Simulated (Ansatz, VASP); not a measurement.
Two plane-wave programs on Re

INCAR

```
SYSTEM = Re
PREC = Accurate
ENCUT = 520
EDIFF = 1E-6
ISMEAR = -1
SIGMA = 0.1
LREAL = .False.
LASPH = .True.
NELM = 100
ALGO = Normal
ISIF = 2
LWAVE = .False.
LCHARG = .False.
GGA = PS
NBANDS = 14
```

The input KPOINTS:

```
regular mesh
0
Gamma
  21 21 12
  0 0 0
```

The input POSCAR:

```
Re
1.0
    2.7884524532      0.0000000000      0.0000000000
   -1.3942262266      2.4148706617      0.0000000000
    0.0000000000      0.0000000000      4.4962717016
Re
2
Direct
    0.3333333333      0.6666666667      0.2500000000
    0.6666666667      0.3333333333      0.7500000000
```

Input for Ansatz:

```yaml
crystal:
  lattice:
    - [2.7884524532, 0.0, 0.0]
    - [-1.3942262266, 2.4148706617, 0.0]
    - [0.0, 0.0, 4.4962717016]
  atoms:
    - { symbol: Re, position: [0.3333333333, 0.6666666667, 0.25] }
    - { symbol: Re, position: [0.6666666667, 0.3333333333, 0.75] }
hamiltonian:
  xc: pbesol
  pseudopotentials:
    kind: paw
    azcp:
      Re: "pseudopotentials/Re.paw.azcp"
basis:
  ecutwfc: 420
  fft_grid_basis: typed
kpoints:
  mp_grid: { grid: [21, 21, 12], shift: [0, 0, 0] }
magnetization:
  spin_polarized: false
scf:
  occupations: { method: fermi_dirac, width: 0.1 }
output:
  stress: true
```

Alike in both runs: task single point; functional PBEsol; k mesh 21 × 21 × 12; occupations fermi-dirac, width 0.1 eV; no spin polarisation.

|  | VASP | Ansatz |
| --- | --- | --- |
| version | VASP 6.6.1 | Ansatz 0.2.0 |
| potentials or method | VASP PAW PBE potentials, release 64 (Re), cutoff 520 eV | plane waves (420 eV) with PAW, scalar-relativistic |
| valence electrons in the cell | 14 | 30 |

Ansatz gave:

```
pressure (GPa)                                                : -14.0
traceless stress, the component that is largest in VASP (GPa) : 0.01
```

Task: Estimate VASP's values.

Result: Pressure (GPa): -14.3; traceless stress, the component that is largest in VASP (GPa): -0.09.

VASP's potentials were made for PBE, not for PBEsol, and Ansatz warns of the same on its side. VASP's potentials hold 14 valence electrons a cell and Ansatz's 30, so a difference there can come from the potentials and not from the codes.

Neither program's run includes spin-orbit coupling.
